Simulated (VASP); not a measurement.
Wanted: the native input for a VASP 6.6.1 run.

```
Task                   : relaxation of cell and atoms
Functional             : PBEsol
Potentials or basis    : VASP PAW PBE potentials, release 64 (Ga_d, Sb)
Cutoff                 : 600 eV
k mesh                 : 10 × 10 × 10
Occupations            : gaussian, width 0.1 eV
Spin                   : no spin polarisation
Dipole correction      : no
Further INCAR settings : ALGO = Normal; EDIFF = 1e-06; IBRION = 2; EDIFFG = -0.002; NSW = 100; ISIF = 3
```

The structure of GaSb (e600) lies in POSCAR:

```
GaSb
1.0
    0.0000000000      3.0480000000      3.0480000000
    3.0480000000      0.0000000000      3.0480000000
    3.0480000000      3.0480000000      0.0000000000
Ga Sb
1 1
Direct
    0.0000000000      0.0000000000      0.0000000000
    0.2500000000      0.2500000000      0.2500000000
```

These files were run (other wordings do the same):

INCAR

```
PREC = Accurate ; ENCUT = 600
EDIFF = 1E-6 ; ISMEAR = 0
SIGMA = 0.1 ; LREAL = F
LASPH = T ; NELM = 80
ALGO = Normal ; ISIF = 3
LWAVE = F ; LCHARG = F
GGA = PS ; IBRION = 2
NSW = 100 ; EDIFFG = -0.002
```

KPOINTS

```
Automatic mesh
0
Gamma
  10 10 10
```

Potentials or basis: VASP PAW PBE potentials, release 64 (Ga_d, Sb).

Command:

```bash
$ cat potpaw_PBE.64/Ga_d/POTCAR potpaw_PBE.64/Sb/POTCAR > POTCAR
$ mpirun -np 1 vasp_std > vasp.out
```

It gave:

```
Relaxed volume                         : 28.58 Å³/atom
Relaxed cell                           : a = 4.324 Å, b = 4.324 Å, c = 4.324 Å, α = 60.00°, β = 60.00°, γ = 60.00°
Space group after relaxing (to 0.05 Å) : F-43m (No. 216)
Energy gained by relaxing              : 0.4 meV/atom
Ionic steps                            : 3
Pressure after relaxing                : 0.0 GPa
```

Caveat: the PAW data sets were made with another functional, which shifts forces and pressure a little.

It took 48 s on 1 thread of Intel(R) Xeon(R) Platinum 8488C (Sapphire Rapids) (shared host), peak memory 0.23 GiB.
